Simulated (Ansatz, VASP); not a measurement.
## Mo3W: VASP beside Ansatz

```
Mo W
1.0
     4.01847    0.00000    0.00000
     0.00000    4.01847    0.00000
     0.00000    0.00000    4.01847
Mo W
3 1
Cartesian
  0.0000 2.0092 2.0092
  2.0092 0.0000 2.0092
  2.0092 2.0092 0.0000
  0.0000 0.0000 0.0000
```

Change from the starting cell: species swapped into the Pr3In type (Pm-3m, No. 221).

Alike in both runs: functional PBE; k mesh 4 × 4 × 4; occupations gaussian, width 0.1 eV; no spin polarisation.

Ansatz relaxed the structure, and its values are those at the end. VASP's run is a single point on that final structure, the one shown.

|  | VASP | Ansatz |
| --- | --- | --- |
| version | VASP 6.6.1 | Ansatz 0.2.0 |
| potentials or method | VASP PAW PBE potentials, release 64 (Mo_sv, W_sv), cutoff 500 eV | scalar-relativistic, plane waves, PAW |
| valence electrons in the cell | 56 | 56 |

Ansatz gave:

| Quantity | Value |
| --- | --- |
| gap on the k mesh at the Fermi level (eV) | none |
| pressure (GPa) | 0.0 |

Estimate VASP's values.

gap on the k mesh at the Fermi level (eV): none; pressure (GPa): 0.5.

A gap of «none» marks a metal or a gap that the smearing closes.

The k mesh is coarse, so the values compare programs but aren't converged. Spin-orbit coupling is off throughout.
